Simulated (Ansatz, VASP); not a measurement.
Ti2C: VASP beside Ansatz

The input INCAR:

```
ALGO = Normal
EDIFF = 1E-8
ENCUT = 520
ISIF = 2
ISMEAR = -1
LASPH = T
LCHARG = F
LEFG = T
LREAL = F
LWAVE = F
NBANDS = 21
NELM = 80
PREC = Accurate
SIGMA = 0.05
```

KPOINTS

```
k-points
0
Gamma
  14 14 14
```

Contents of POSCAR:

```
Ti2C
1.0
    1.4446571160      0.8340731748      4.3800683444
   -1.4446571160      0.8340731748      4.3800683444
    0.0000000000     -1.6681463496      4.3800683444
Ti C
2 1
Direct
    0.2520386177      0.2520386177      0.2520386177
    0.7479613823      0.7479613823      0.7479613823
    0.5000000000      0.5000000000      0.5000000000
```

Input for Ansatz:

```yaml
crystal:
  lattice:
    - [1.444657116, 0.8340731748, 4.3800683444]
    - [-1.444657116, 0.8340731748, 4.3800683444]
    - [0.0, -1.6681463496, 4.3800683444]
  atoms:
    - { symbol: Ti, position: [0.2520386177, 0.2520386177, 0.2520386177] }
    - { symbol: Ti, position: [0.7479613823, 0.7479613823, 0.7479613823] }
    - { symbol: C, position: [0.5, 0.5, 0.5] }
kpoints:
  mp_grid: { grid: [14, 14, 14] }
  band_path:
    path:
      - [0.0, 0.0, 0.0]
      - [0.5, 0.5, 0.5]
      - [0.8091589572, 0.1908410428, 0.5]
      - [0.5, -0.1908410428, 0.1908410428]
      - [0.5, 0.0, 0.0]
      - [0.0, 0.0, 0.0]
      - [0.3454205214, -0.3454205214, 0.0]
      - [0.6545794786, 0.0, 0.3454205214]
      - [0.5, 0.0, 0.5]
    npoints: 6
scf:
  occupations: { method: fermi_dirac, width: 0.05 }
hamiltonian:
  xc: lda
  pseudopotentials: { kind: paw }
output:
  forces: true
  stress: true
  eigenvalues: true
  efg: { contact_densities: true }
  populations: true
```

Change from the starting cell: volume scaled by 0.8, PAW files.

Alike in both runs: task electric field gradients; functional LDA; k mesh 14 × 14 × 14; occupations fermi-dirac, width 0.05 eV; no spin polarisation.

|  | VASP | Ansatz |
| --- | --- | --- |
| version | VASP 6.6.1 | Ansatz 0.2.0 |
| potentials or method | VASP PAW LDA potentials, release 64 (Ti_sv, C) | PAW with Ansatz's default frozen-core files, scalar-relativistic |
| plane-wave cutoff (eV) | 520 | 420 |
| valence electrons in the cell | 28 | 28 |

```tsv
	VASP	Ansatz	Ansatz less VASP
pressure (GPa)	37.3	36.8	-0.45
traceless stress, the component that is largest in VASP (GPa)	-0.11	-0.10	+0.011
rms of the force components (eV/Å)	0.032	0.001	-0.0311
size of Vzz on the site where it differs most (V/Å²)	12.2	12.8	+0.65
```

LDA's correlation is that of Perdew and Zunger in VASP and of Perdew and Wang (1992) in Ansatz. Atom by atom the forces differ by 0.031 eV/Å (rms over components). Both programs put the cell under a high pressure, so it lies far from rest at this level.
